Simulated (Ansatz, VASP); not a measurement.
SrBr3: VASP beside Ansatz

```
Sr Br
1.0
     4.90638    0.00000    0.00000
     0.00000    4.90638    0.00000
     0.00000    0.00000    4.90638
Sr Br
1 3
Direct
  0.00000 0.00000 0.00000
  0.00000 0.50000 0.50000
  0.50000 0.00000 0.50000
  0.50000 0.50000 0.00000
```

Alike in both runs: task single point; functional PBE; k mesh 4 × 4 × 4; occupations gaussian, width 0.1 eV; no spin polarisation.

```csv
,VASP,Ansatz
version,VASP 6.6.1,Ansatz 0.2.0
potentials or method,"VASP PAW PBE potentials, release 64 (Sr_sv, Br), cutoff 520 eV","scalar-relativistic, plane waves, PAW"
valence electrons in the cell,31,31
```

VASP gave:

| Quantity | Value |
| --- | --- |
| gap on the k mesh at the Fermi level (eV) | none |
| pressure (GPa) | 0.1 |

**Question.** Estimate Ansatz's values.

**Answer.** gap on the k mesh at the Fermi level (eV): none; pressure (GPa): 0.0.

A gap of «none» marks a metal or a gap that the smearing closes. The functional is the same, so the differences come from potentials, cutoffs and numerics.
